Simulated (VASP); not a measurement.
Set up this calculation in VASP 6.6.1, as the native input.

- Task: relaxation of cell and atoms
- Functional: PBE
- Potentials or basis: VASP PAW PBE potentials, release 64 (Mg, I)
- Cutoff: 600 eV
- k mesh: 6 × 6 × 4
- Occupations: gaussian, width 0.02 eV
- Spin: no spin polarisation
- Dipole correction: no
- Further INCAR settings: ALGO = Normal; EDIFF = 1e-06; IBRION = 2; EDIFFG = -0.01; NSW = 100; ISIF = 3

The structure of MgI2 lies in POSCAR:

```
MgI2
1.0
    4.1537001214      0.0000000000      0.0000000000
   -2.0768500607      3.5972098248      0.0000000000
    0.0000000000      0.0000000000      6.8620000000
Mg I
1 2
Direct
    0.0000000000      0.0000000000      0.0000000000
    0.3333333333      0.6666666667      0.7576300000
    0.6666666667      0.3333333333      0.2423700000
```

One way to write it, as run:

INCAR

```
SYSTEM = MgI2
PREC = Accurate
ENCUT = 600
EDIFF = 1E-6
ISMEAR = 0
SIGMA = 0.02
LREAL = .False.
LASPH = .True.
NELM = 80
ALGO = Normal
ISIF = 3
LWAVE = .False.
LCHARG = .False.
GGA = PE
IBRION = 2
NSW = 100
EDIFFG = -0.01
```

KPOINTS

```
regular mesh
0
Gamma
  6 6 4
  0 0 0
```

Potentials or basis: VASP PAW PBE potentials, release 64 (Mg, I).

Command:

```sh
$ cat potpaw_PBE.64/Mg/POTCAR potpaw_PBE.64/I/POTCAR > POTCAR
$ mpirun -np 1 vasp_std > vasp.out
```

Results of the run:

| Quantity | Value |
| --- | --- |
| Relaxed volume | 39.86 Å³/atom |
| Relaxed cell | a = 4.209 Å, b = 4.209 Å, c = 7.795 Å, α = 90.00°, β = 90.00°, γ = 120.00° |
| Space group after relaxing (to 0.05 Å) | P-3m1 (No. 164) |
| Energy gained by relaxing | 14.3 meV/atom |
| Ionic steps | 23 |
| Pressure after relaxing | 0.0 GPa |
| Largest force after relaxing | 0.007 eV/Å |
| Band gap on the k mesh | 3.62 eV, indirect (least direct gap 3.72 eV) |

Caveat: the volume moved by over 15 % at a fixed basis, so the end points are rough; spin-orbit coupling is left out, which moves the levels of the heavy elements; this functional lacks dispersion, which binds the layers, so the pressure and a relaxed spacing across them are unreliable; the volume moved by +17 % from the deposited cell, more than functionals usually miss.

Wall time 6.2 min on 1 thread of Intel(R) Xeon(R) Platinum 8375C CPU @ 2.90GHz (Ice Lake), with other jobs on the host, peak memory 0.29 GiB.
